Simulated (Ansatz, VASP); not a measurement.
MgO: VASP beside Ansatz

```xyz
2
Lattice="2.2981 0.0000 0.0000 0.0000 2.2981 0.0000 0.0000 0.0000 3.9679" Properties=species:S:1:pos:R:3 pbc="T T T"
Mg    1.1490    1.1490    0.9843
O     1.1490    1.1490    3.1490
```

Alike in both runs: task relaxation of cell and atoms; functional PBE; k mesh 8 × 8 × 4; occupations gaussian, width 0.1 eV; collinear spin.

|  | VASP | Ansatz |
| --- | --- | --- |
| version | VASP 6.6.1 | Ansatz 0.2.0 |
| potentials or method | VASP PAW PBE potentials, release 64 (Mg, O), cutoff 600 eV | scalar-relativistic, plane waves, PAW |
| valence electrons in the cell | 8 | 16 |

VASP gave:

```
net moment per atom (μB)                                     : 0.00
relaxed volume (Å³/atom)                                     : 17.79
relaxed cell length with the largest relative difference (Å) : 3.156
```

Problem. Estimate Ansatz's values.

Solution. net moment per atom (μB): 0.00; relaxed volume (Å³/atom): 39.07; relaxed cell length with the largest relative difference (Å): 4.657.

One of these differences is far larger than is usual between the two programs; its cause wasn't traced. VASP's potentials hold 8 valence electrons a cell and Ansatz's 16, so a difference there can come from the potentials and not from the codes. Ansatz's warnings: filled band counts differ across k points, seeded moment not kept.

The k mesh is coarse, so the values compare programs but aren't converged. Noted on VASP's run: the volume moved by over 15 % at a fixed basis, so the end points are rough.
